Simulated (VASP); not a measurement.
Crystal: SrO.

```xyz
2
Lattice="0.0000 2.5838 2.5838 2.5838 0.0000 2.5838 2.5838 2.5838 0.0000" Properties=species:S:1:pos:R:3 pbc="T T T"
Sr    2.5838    2.5838    2.5838
O     0.0000    0.0000    0.0000
```

```yaml
Program: VASP 6.6.1
Task: relaxation of cell and atoms
Functional: PBE
Potentials_or_basis: VASP PAW PBE potentials, release 64 (Sr_sv, O)
Cutoff: 600 eV
k_mesh: 8 × 8 × 8
Occupations: gaussian, width 0.02 eV
Spin: no spin polarisation
```

At the start: pressure 1.8 GPa; volume 17.25 Å³/atom.

How do energy, volume and symmetry change on relaxing?

Over 3 steps the energy falls by 2.1 meV/atom and the volume is 17.61 Å³/atom (+2.1 %); space group Fm-3m (No. 225, to 0.05 Å).

Step by step:
| step | energy change (eV) | largest force (eV/Å) | pressure (GPa) | volume (Å³) |
| --- | --- | --- | --- | --- |
| 1 | 0.0000 | 0.0000 | 1.85 | 34.50 |
| 2 | -0.0036 | 0.0000 | -0.64 | 35.50 |
| 3 | -0.0041 | 0.0000 | 0.00 | 35.23 |

Final structure:
```cif
data_structure
_symmetry_space_group_name_H-M 'P 1'
_symmetry_Int_Tables_number 1
_cell_length_a 3.6796
_cell_length_b 3.6796
_cell_length_c 3.6796
_cell_angle_alpha 60.000
_cell_angle_beta 60.000
_cell_angle_gamma 60.000
_cell_volume 35.23
loop_
_atom_site_label
_atom_site_type_symbol
_atom_site_fract_x
_atom_site_fract_y
_atom_site_fract_z
_atom_site_occupancy
Sr1 Sr 0.50000 0.50000 0.50000 1
O1 O 0.00000 0.00000 0.00000 1
```
